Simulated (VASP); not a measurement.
BN: single point with PBE

The system is BN.

```
B N
1.0
     1.81208   -1.81208    0.00000
     1.81208    0.00000   -1.81208
     7.85235    7.04698    6.84564
B N
6 6
Cartesian
  4.6810 1.0568 2.8689
  2.8689 1.0568 1.0568
  6.4930 2.8689 2.8689
  10.1172 4.6810 4.6810
  6.4930 4.6810 4.6810
  2.8689 -0.7553 -0.7553
  5.5870 1.9628 1.9628
  5.5870 0.1508 0.1508
  5.5870 3.7749 3.7749
  9.2112 5.5870 5.5870
  5.5870 5.5870 5.5870
  1.9628 0.1508 0.1508
```

This cell differs from its parent crystal: the part above a cut slid along it.

```
Program                : VASP 6.6.1
Task                   : single point
Functional             : PBE
Potentials or basis    : VASP PAW PBE potentials, release 64 (B, N)
Cutoff                 : 600 eV
k mesh                 : 10 × 10 × 2
Occupations            : gaussian, width 0.05 eV
Spin                   : no spin polarisation
Dipole correction      : no
Further INCAR settings : ALGO = Normal; EDIFF = 1e-06; NBANDS = 36
```

```
Pressure               : 1.0 GPa
Largest force          : 3.795 eV/Å
Band gap on the k mesh : 3.06 eV (least direct gap 4.27 eV)
```

Forces on the atoms (eV/Å):
```
B    0.051  0.076  0.078
B   -0.076  0.304  0.270
B    0.063  0.067  0.068
B    0.124 -0.321 -0.077
B    0.036  0.073  0.082
B   -2.175  0.984  1.799
N   -0.069 -0.065 -0.066
N   -0.103 -0.045 -0.036
N   -0.049 -0.075 -0.082
N    2.256 -1.786 -2.474
N    0.092 -0.224 -0.298
N   -0.148  1.012  0.735
```

Stress tensor (GPa, compression positive):
```
-17.66  -1.65   1.28
 -1.65  10.44  12.60
  1.28  12.60  10.07
```

Levels at points of the mesh, in eV from the valence-band top:
```tsv
k point	band 22	band 23	band 24	band 25	band 26	band 27
(0.00, 0.00, 0.00)	-0.65	-0.57	0.00	6.81	7.88	8.17
(0.50, 0.00, 0.00)	-3.20	-2.66	-1.49	3.49	5.33	5.53
(0.00, 0.50, 0.00)	-3.27	-2.63	-1.21	3.06	5.16	5.51
(0.50, 0.50, 0.00)	-3.24	-2.63	-2.44	4.12	5.02	5.77
(0.00, 0.00, 0.50)	-0.68	-0.57	-0.40	6.81	7.95	8.27
(0.50, 0.00, 0.50)	-2.96	-2.63	-1.64	3.84	4.45	6.40
(0.00, 0.50, 0.50)	-2.93	-2.64	-1.32	3.29	4.43	6.58
(0.50, 0.50, 0.50)	-2.95	-2.74	-2.60	4.40	4.72	5.71
```

It took 7 min on 1 thread of Oxide Virtual Turin-like Processor (shared host), peak memory 0.31 GiB.

Caveat: the cell differs from its parent crystal (the part above a cut slid along it); the stress differs along the axes, from -18 to 10 GPa; forces of over 1 eV/Å act on the atoms, so gaps and moduli don't describe the material at rest. A k mesh can miss the band edges.
